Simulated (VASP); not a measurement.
# CoBi (zincblende type) (F-43m) in VASP: a series of runs

The runs below take CoBi (zincblende type) through electric field gradients, with PBE.

Program: VASP 6.6.1. These are calculated values, not measurements. Logs are shortened: lines on timing, memory, paths and dates and some standing lists are left out, and cuts for length are marked.

## Step 1: The cell of the first run

Symmetry: F-43m, No. 216, cubic system. The conventional cell has a = 5.774 Å, b = 5.774 Å, c = 5.774 Å, α = 90.00°, β = 90.00°, γ = 90.00°. Within 3.3 Å of Co (site symmetry -43m) lie 4 Bi at 2.50 Å. Within 3.3 Å of Bi (site symmetry -43m) lie 4 Co at 2.50 Å.

## Step 2: Electric field gradients, PBE, collinear spin, ferromagnetic start (24.07 Å³/atom)

INCAR

```
PREC = Accurate
ENCUT = 520
EDIFF = 1E-8
ISMEAR = -1
SIGMA = 0.08
LREAL = False
LASPH = True
NELM = 150
ALGO = Normal
ISIF = 2
LWAVE = False
LCHARG = False
ISPIN = 2
MAGMOM = 2 0
LORBIT = 11
LMAXMIX = 4
GGA = PE
LEFG = True
NBANDS = 23
```

KPOINTS

```
Automatic mesh
0
Gamma
  9 9 9
```

POSCAR

```
CoBi
1.0
    0.0000000000      2.8872182618      2.8872182618
    2.8872182618      0.0000000000      2.8872182618
    2.8872182618      2.8872182618      0.0000000000
Co Bi
1 1
Direct
    0.0000000000      0.0000000000      0.0000000000
    0.2500000000      0.2500000000      0.2500000000
```

Potentials or basis: VASP PAW PBE potentials, release 64 (Co, Bi_d).

On the command line:

```bash
cat potpaw_PBE.64/Co/POTCAR potpaw_PBE.64/Bi_d/POTCAR > POTCAR
mpirun -np 1 vasp_std > vasp.out
```

OUTCAR:

```text
PREC = Accurate
   ENCUT = 520
   EDIFF = 1E-8
   ISMEAR = -1
   LREAL = False
   LASPH = True
   NELM = 150
   ISIF = 2
   ISPIN = 2
   LORBIT = 11
   GGA = PE

 ion  position               nearest neighbor table
   1  0.000  0.000  0.000-   2 2.50   2 2.50   2 2.50   2 2.50
   2  0.250  0.250  0.250-   1 2.50   1 2.50   1 2.50   1 2.50

  LATTYP: Found a face centered cubic cell.
 ALAT       =     5.7744365236

  Lattice vectors:

 A1 = (   0.0000000000,   2.8872182618,   2.8872182618)
 A2 = (   2.8872182618,   0.0000000000,   2.8872182618)
 A3 = (   2.8872182618,   2.8872182618,   0.0000000000)

Analysis of symmetry for initial positions (statically):
=====================================================================
 Subroutine PRICEL returns:
 Original cell was already a primitive cell.

 Routine SETGRP: Setting up the symmetry group for a
 face centered cubic supercell.

 Subroutine GETGRP returns: Found 24 space group operations
 (whereof 24 operations were pure point group operations)
 out of a pool of 48 trial point group operations.

The static configuration has the point symmetry T_d .

Analysis of symmetry for dynamics (positions and initial velocities):
=====================================================================
 Subroutine PRICEL returns:
 Original cell was already a primitive cell.

 Routine SETGRP: Setting up the symmetry group for a
 face centered cubic supercell.

 Subroutine GETGRP returns: Found 24 space group operations
 (whereof 24 operations were pure point group operations)
 out of a pool of 48 trial point group operations.

The dynamic configuration has the point symmetry T_d .

Analysis of structural, dynamic, and magnetic symmetry:
=====================================================================
 Subroutine PRICEL returns:
 Original cell was already a primitive cell.

 Routine SETGRP: Setting up the symmetry group for a
 face centered cubic supercell.

 Subroutine GETGRP returns: Found 24 space group operations
 (whereof 24 operations were pure point group operations)
 out of a pool of 48 trial point group operations.

The overall configuration has the point symmetry T_d .

 Subroutine INISYM returns: Found 24 space group operations
 (whereof 24 operations are pure point group operations),
 and found     1 'primitive' translations

----------------------------------------------------------------------------------------

                                     Primitive cell

  volume of cell :      48.1359

  direct lattice vectors                    reciprocal lattice vectors
     0.000000000  2.887218262  2.887218262    -0.173177070  0.173177070  0.173177070
     2.887218262  0.000000000  2.887218262     0.173177070 -0.173177070  0.173177070
     2.887218262  2.887218262  0.000000000     0.173177070  0.173177070 -0.173177070

  length of vectors
     4.083143223  4.083143223  4.083143223     0.299951485  0.299951485  0.299951485

  position of ions in fractional coordinates (direct lattice)
     0.000000000  0.000000000  0.000000000
     0.250000000  0.250000000  0.250000000

  ion indices of the primitive-cell ions
   primitive index   ion index
                 1           1
                 2           2

----------------------------------------------------------------------------------------

 KPOINTS: Automatic mesh

Automatic generation of k-mesh.
 Grid dimensions read from file:
 generate k-points for:    9    9    9

 Generating k-lattice:

  Cartesian coordinates                     Fractional coordinates (reciprocal lattice)
    -0.019241897  0.019241897  0.019241897     0.111111111  0.000000000  0.000000000
     0.019241897 -0.019241897  0.019241897     0.000000000  0.111111111  0.000000000
[... 59 lines left out ...]
   LREAL  =      F    real-space projection
   EDIFFG = 0.1E-06   stopping-criterion for IOM
   NSW    =      0    number of steps for IOM
   IBRION =     -1    ionic relax: 0-MD 1-quasi-New 2-CG
   NFREE  =      0    steps in history (QN), initial steepest desc. (CG)
   ISIF   =      2    stress and relaxation
   ISYM   =      2    0-nonsym 1-usesym 2-fastsym
   POTIM  = 0.5000    time-step for ionic-motion
   TEBEG  =    0.0;   TEEND  =   0.0 temperature during run
   PSTRESS=    0.0 pullay stress
   NELECT =      24.0000    total number of electrons
   NUPDOWN=      -1.0000    fix difference up-down
   EMIN   =  10.00;   EMAX   =-10.00  energy-range for DOS
   EFERMI =   0.00;   METHOD = LEGACY
   ISMEAR =    -1;   SIGMA  =   0.08  broadening in eV -4-tet -1-fermi 0-gaus
   EFERMI_NEDOS =   21; number of points for ismear=-14 and -15
   IALGO  =     38    algorithm
   IMIX   =      4    mixing-type and parameters
     AMIX     =   0.40;   BMIX     =  1.00
     AMIX_MAG =   1.60;   BMIX_MAG =  1.00
  volume/ion in A,a.u.               =      24.07       162.42
  Fermi-wavevector in a.u.,A,eV,Ry     =   1.298142  2.453133 22.928176  1.685173
  Thomas-Fermi vector in A             =   2.429490
   LORBIT       =     11    0 simple, 1 ext, 2 COOP (PROOUT), +10 PAW based schemes
   GGA     = PE    functional components
   LHFCALC =     F    Hartree Fock is set to
   AEXX    =    0.0000 exact exchange contribution
   IVDW    =     0    specifies the selected vdW correction
   LEPSILON=     F    determine dielectric tensor
   LRPA    =     F    only Hartree local field effects (RPA)
 spin polarized calculation
  energy-cutoff  :      520.00
  volume of cell :       48.14
 maximum number of plane-waves:      1317
   NGX = 15   NGY = 15   NGZ = 15

 number of electron      23.9999989 magnetization       0.0006778

 number of electron      23.9999989 magnetization      -0.0000085

 Free energy of the ion-electron system (eV)
  ---------------------------------------------------
  ext. energy  EPLUGINS =         0.00000000
  ---------------------------------------------------
  free energy    TOTEN  =        -9.46409892 eV

  energy without entropy =       -9.42092020  energy(sigma->0) =       -9.44250956

 E-fermi :   6.3614     XC(G=0): -10.1760

 val. band max:        6.3166485925   @ k =  -0.4444   0.3333   0.0000
 cond. band min:       6.3986624838   @ k =  -0.2222   0.2222   0.0000
 fundamental gap:      0.0820138913
 Fermi energy:         6.3613709958

 spin component 1

 k-point     1 :       0.0000    0.0000    0.0000
  band No.  band energies     occupation
      1     -16.0139      1.00000
      2     -16.0139      1.00000
      3     -16.0139      1.00000
      4     -15.9518      1.00000
      5     -15.9518      1.00000
      6      -5.6854      1.00000
[... 613 lines left out ...]
     22      22.6212      0.00000
     23      22.6212      0.00000

 [... further k-points ...]

 spin component 2

 k-point     1 :       0.0000    0.0000    0.0000
  band No.  band energies     occupation
      1     -16.0139      1.00000
      2     -16.0139      1.00000
      3     -16.0139      1.00000
      4     -15.9518      1.00000
      5     -15.9518      1.00000
      6      -5.6854      1.00000
[... 613 lines left out ...]
     22      22.6212      0.00000
     23      22.6212      0.00000

 [... further k-points ...]

------------------------ aborting loop because EDIFF is reached ----------------------------------------

  FORCE on cell =-STRESS in cart. coord.  units (eV):
  Direction    XX          YY          ZZ          XY          YZ          ZX
  --------------------------------------------------------------------------------------
  -------------------------------------------------------------------------------------
  Total        1.1438606      1.1438606      1.1438606     -0.0000000      0.0000000      0.0000000
  in kB       38.0728016     38.0728016     38.0728016     -0.0000000      0.0000000      0.0000000
  external PRESSURE =      38.0728016 kB  Pullay stress =       0.0000000 kB

 VOLUME and BASIS-vectors are now :
 -----------------------------------------------------------------------------
  energy-cutoff  :      520.00
  volume of cell :       48.14
      direct lattice vectors                 reciprocal lattice vectors
     0.000000000  2.887218262  2.887218262    -0.173177070  0.173177070  0.173177070
     2.887218262  0.000000000  2.887218262     0.173177070 -0.173177070  0.173177070
     2.887218262  2.887218262  0.000000000     0.173177070  0.173177070 -0.173177070

 POSITION                                       TOTAL-FORCE (eV/Angst)
 -----------------------------------------------------------------------------------
      0.00000      0.00000      0.00000        -0.000000     -0.000000     -0.000000
      1.44361      1.44361      1.44361         0.000000      0.000000      0.000000
 -----------------------------------------------------------------------------------
    total drift:                               -0.000000     -0.000000     -0.000000

  FREE ENERGIE OF THE ION-ELECTRON SYSTEM (eV)
  ---------------------------------------------------
  free  energy   TOTEN  =        -9.4640989197 eV

  energy  without entropy=       -9.4209202020  energy(sigma->0) =       -9.44250956

 Electric field gradients (V/A^2)
---------------------------------------------------------------------
 ion       V_xx      V_yy      V_zz      V_xy      V_xz      V_yz
---------------------------------------------------------------------
   1      -0.000     0.000    -0.000    -0.001    -0.001    -0.001
   2      -0.000     0.000    -0.000    -0.001    -0.001    -0.001
---------------------------------------------------------------------

 Electric field gradients after diagonalization (V/A^2)
 (convention: |V_zz| > |V_xx| > |V_yy|)
----------------------------------------------------------------------
 ion       V_xx      V_yy      V_zz     asymmetry (V_yy - V_xx)/ V_zz
----------------------------------------------------------------------
   1       0.001     0.001    -0.002       0.000
   2       0.001     0.001    -0.002       0.000
----------------------------------------------------------------------

           NMR quadrupolar parameters

 Cq : quadrupolar parameter    Cq=e*Q*V_zz/h
 eta: asymmetry parameters     (V_yy - V_xx)/ V_zz
 Q  : nuclear electric quadrupole moment in mb (millibarn)
----------------------------------------------------------------------
 ion       Cq(MHz)       eta       Q (mb)
----------------------------------------------------------------------
   1      -0.000       0.000       1.000
   2      -0.000       0.000       1.000
----------------------------------------------------------------------

 total charge

# of ion       s       p       d       tot
------------------------------------------
    1        0.450   0.306   7.513   8.270
    2        1.458   1.565   9.960  12.982
--------------------------------------------------
tot          1.908   1.871  17.473  21.252

 magnetization (x)

# of ion       s       p       d       tot
------------------------------------------
    1       -0.000  -0.000  -0.000  -0.000
    2        0.000   0.000   0.000   0.000
--------------------------------------------------
tot          0.000   0.000  -0.000  -0.000
```

It took 3.2 min on 1 thread of Oxide Virtual Turin-like, shared host; peak memory 0.19 GiB.

Results:

| Item | Value |
| --- | --- |
| Free energy | -9.4641 eV |
| Pressure | 3.8 GPa |
| Band gap on the k mesh | zero (filled and empty bands overlap) |
| Net moment | 0.00 μB per cell |
| Largest electric field gradient by atom | under 0.05 V/Å² on every atom |
| Valence electrons inside the program's atomic spheres | Co 8.27; Bi 12.98 |

Caveat: the cell stands under pressure; the moments typed at the start vanished in this run; spin-orbit coupling is left out, which moves the levels of the heavy elements.

## Step 3: Electric field gradients, PBE, collinear spin, ferromagnetic start (24.70 Å³/atom)

This run uses another cell than the first one, of 24.70 Å³/atom.

INCAR is that of step 2.

KPOINTS is that of step 2.

POSCAR

```
CoBi
1.0
    0.0000000000      2.9123257678      2.9123257678
    2.9123257678      0.0000000000      2.9123257678
    2.9123257678      2.9123257678      0.0000000000
Co Bi
1 1
Direct
    0.0000000000      0.0000000000      0.0000000000
    0.2500000000      0.2500000000      0.2500000000
```

Potentials or basis: VASP PAW PBE potentials, release 64 (Co, Bi_d).

On the command line:

```bash
cat potpaw_PBE.64/Co/POTCAR potpaw_PBE.64/Bi_d/POTCAR > POTCAR
mpirun -np 1 vasp_std > vasp.out
```

OUTCAR:

```text
PREC = Accurate
   ENCUT = 520
   EDIFF = 1E-8
   ISMEAR = -1
   LREAL = False
   LASPH = True
   NELM = 150
   ISIF = 2
   ISPIN = 2
   LORBIT = 11
   GGA = PE

 ion  position               nearest neighbor table
   1  0.000  0.000  0.000-   2 2.52   2 2.52   2 2.52   2 2.52
   2  0.250  0.250  0.250-   1 2.52   1 2.52   1 2.52   1 2.52

  LATTYP: Found a face centered cubic cell.
 ALAT       =     5.8246515356

  Lattice vectors:

 A1 = (   0.0000000000,   2.9123257678,   2.9123257678)
 A2 = (   2.9123257678,   0.0000000000,   2.9123257678)
 A3 = (   2.9123257678,   2.9123257678,   0.0000000000)

Analysis of symmetry for initial positions (statically):
=====================================================================
 Subroutine PRICEL returns:
 Original cell was already a primitive cell.

 Routine SETGRP: Setting up the symmetry group for a
[... 1468 lines left out ...]
      1.45616      1.45616      1.45616         0.000000      0.000000      0.000000
 -----------------------------------------------------------------------------------
    total drift:                                0.000001      0.000001      0.000001

  FREE ENERGIE OF THE ION-ELECTRON SYSTEM (eV)
  ---------------------------------------------------
  free  energy   TOTEN  =        -9.4862374592 eV

  energy  without entropy=       -9.4418314935  energy(sigma->0) =       -9.46403448

 Electric field gradients (V/A^2)
---------------------------------------------------------------------
 ion       V_xx      V_yy      V_zz      V_xy      V_xz      V_yz
---------------------------------------------------------------------
   1      -0.000     0.000     0.000     0.001     0.001     0.001
   2       0.000     0.000    -0.000     0.001     0.001     0.001
---------------------------------------------------------------------

 Electric field gradients after diagonalization (V/A^2)
 (convention: |V_zz| > |V_xx| > |V_yy|)
----------------------------------------------------------------------
 ion       V_xx      V_yy      V_zz     asymmetry (V_yy - V_xx)/ V_zz
----------------------------------------------------------------------
   1      -0.001    -0.001     0.001       0.000
   2      -0.001    -0.001     0.003       0.000
----------------------------------------------------------------------

           NMR quadrupolar parameters

 Cq : quadrupolar parameter    Cq=e*Q*V_zz/h
 eta: asymmetry parameters     (V_yy - V_xx)/ V_zz
 Q  : nuclear electric quadrupole moment in mb (millibarn)
----------------------------------------------------------------------
 ion       Cq(MHz)       eta       Q (mb)
----------------------------------------------------------------------
   1       0.000       0.000       1.000
   2       0.000       0.000       1.000
----------------------------------------------------------------------

 total charge

# of ion       s       p       d       tot
------------------------------------------
    1        0.442   0.293   7.495   8.230
    2        1.458   1.546   9.954  12.959
--------------------------------------------------
tot          1.900   1.839  17.450  21.189

 magnetization (x)

# of ion       s       p       d       tot
------------------------------------------
    1       -0.000  -0.000  -0.000  -0.000
    2        0.000   0.000  -0.000   0.000
--------------------------------------------------
tot          0.000   0.000  -0.000  -0.000
```

Wall time 2.1 min (1 thread of Oxide Virtual Turin-like, shared host); peak memory 0.2 GiB.

What came out:

| Item | Value |
| --- | --- |
| Free energy | -9.4862 eV |
| Pressure | 1.7 GPa |
| Band gap on the k mesh | zero (filled and empty bands overlap) |
| Net moment | 0.00 μB per cell |
| Largest electric field gradient by atom | under 0.05 V/Å² on every atom |
| Valence electrons inside the program's atomic spheres | Co 8.23; Bi 12.96 |

Caveat: the moments typed at the start vanished in this run; spin-orbit coupling is left out, which moves the levels of the heavy elements.

(Part 1 of 2 ends here.)

The gap in the log of VASP goes by the Fermi energy; the results here count the filled bands.